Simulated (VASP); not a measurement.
Set up this calculation in VASP 6.6.1, as the native input.

```
Task                   : single point
Functional             : PBE
Potentials or basis    : VASP PAW PBE potentials, release 64 (Ge_d, Si)
Cutoff                 : 520 eV
k mesh                 : 1 × 1 × 1, shifted
Occupations            : fermi-dirac, width 0.1034 eV
Spin                   : no spin polarisation
Dipole correction      : no
Further INCAR settings : LREAL = Auto; ALGO = Normal; EDIFF = 1e-06; NBANDS = 123; ISYM = 0
```

The structure of Si8Ge13 lies in POSCAR:

```
Si8Ge13
1.0
    7.5601650000      0.1896520000     -0.0661850000
    0.1896520000      7.8161600000      0.1196190000
   -0.0661850000      0.1196190000      8.0627960000
Ge Si
13 8
Direct
    0.2552524268      0.6299091157      0.6457956748
    0.5328732647      0.7315917536      0.0299561025
    0.2284711312      0.1004034163      0.5356826845
    0.1204630636      0.7024576600     -0.0863619066
    0.3645359249      0.4672654791      0.2404407827
    0.3578787173      0.8769269122      0.2723441202
    0.9391277702      0.5557461425      0.1388723432
    0.8531743638      1.0010819792      0.1089697569
    0.8175982408      0.8798002372      0.8188785770
    0.1440229610      0.1264217924      0.0722443816
    0.6338605181      0.6471663737      0.6861298071
    0.4192552831      1.0369191123      0.8335106313
    0.5710416030      0.3087185437      0.8361989792
    0.9516923929      0.4638094875      0.6037458140
    0.0089994534      0.7720715658      0.4519795863
    0.5069698167      0.2267428773      0.5536708409
    0.0054224153      0.3040760484      0.3580416285
    0.6940701274      0.2396133012      0.3123944507
    0.9031983932      0.3350371464      0.8713053607
    0.5433281899      0.8908593638      0.5138932537
    0.7485515318      0.5367119467      0.3658470259
```

The input as run:

INCAR

```
PREC = Accurate ; ENCUT = 520
EDIFF = 1E-6 ; ISMEAR = -1
SIGMA = 0.1034 ; LREAL = Auto
LASPH = T ; NELM = 60
ALGO = Normal ; ISIF = 2
LWAVE = F ; LCHARG = F
GGA = PE ; NBANDS = 123
ISYM = 0
```

KPOINTS

```
Automatic mesh
0
Gamma
  1 1 1
  0.25 0.25 0.25
```

Potentials or basis: VASP PAW PBE potentials, release 64 (Ge_d, Si).

Command:

```sh
$ cat potpaw_PBE.64/Ge_d/POTCAR potpaw_PBE.64/Si/POTCAR > POTCAR
$ mpirun -np 1 vasp_std > vasp.out
```

It gave:

The pressure is -2.6 GPa. The largest force is 1.593 eV/Å.

Caveat: the k points lie up to 0.83 Å⁻¹ apart, too coarse for converged energies, forces and pressures; the atoms stand as in a frame of molecular dynamics.

Wall time 4.1 min on 1 thread of Intel Xeon 8259CL (shared host), peak memory 0.46 GiB.
